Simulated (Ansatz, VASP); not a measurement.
## CdTe in VASP and in Ansatz

The input INCAR:

```
SYSTEM = CdTe
PREC = Accurate
ENCUT = 520
EDIFF = 1E-6
ISMEAR = -1
SIGMA = 0.05
LREAL = .False.
LASPH = .True.
NELM = 100
ALGO = Normal
ISIF = 2
LWAVE = .False.
LCHARG = .False.
GGA = PS
NBANDS = 16
```

The input KPOINTS:

```
regular mesh
0
Gamma
  12 12 12
  0 0 0
```

POSCAR

```
CdTe
1.0
    0.0000000000      2.9085060743      2.9085060743
    2.9085060743      0.0000000000      2.9085060743
    2.9085060743      2.9085060743      0.0000000000
Cd Te
1 1
Direct
    0.0000000000      0.0000000000      0.0000000000
    0.2500000000      0.2500000000      0.2500000000
```

Input for Ansatz:

```yaml
crystal:
  lattice:
    - [0.0, 2.9085060743, 2.9085060743]
    - [2.9085060743, 0.0, 2.9085060743]
    - [2.9085060743, 2.9085060743, 0.0]
  atoms:
    - { symbol: Cd, position: [0.0, 0.0, 0.0] }
    - { symbol: Te, position: [0.25, 0.25, 0.25] }
kpoints:
  mp_grid: { grid: [12, 12, 12] }
scf:
  occupations: { method: fermi_dirac, width: 0.05 }
hamiltonian:
  xc: pbesol
  pseudopotentials: { kind: paw }
output:
  forces: true
  stress: true
  eigenvalues: true
  populations: true
```

Change from the starting cell: volume scaled by 0.72, PAW files.

Alike in both runs: task single point; functional PBEsol; k mesh 12 × 12 × 12; occupations fermi-dirac, width 0.05 eV; no spin polarisation.

|  | VASP | Ansatz |
| --- | --- | --- |
| version | VASP 6.6.1 | Ansatz 0.2.0 |
| potentials or method | VASP PAW PBE potentials, release 64 (Cd, Te) | PAW with Ansatz's default frozen-core files, scalar-relativistic |
| plane-wave cutoff (eV) | 520 | 420 |
| valence electrons in the cell | 18 | 36 |

Ansatz gave:

```
pressure (GPa) : 29.8
```

Question: Which values does VASP return?

Answer: Pressure (GPa): 30.3.

VASP's potentials were made for PBE, not for PBEsol. Both programs put the cell under a high pressure, so it lies far from rest at this level. The functional is the same, so the differences come from potentials, cutoffs and numerics. VASP's potentials hold 18 valence electrons a cell and Ansatz's 36, so a difference there can come from the potentials and not from the codes.

Neither program's run includes spin-orbit coupling.
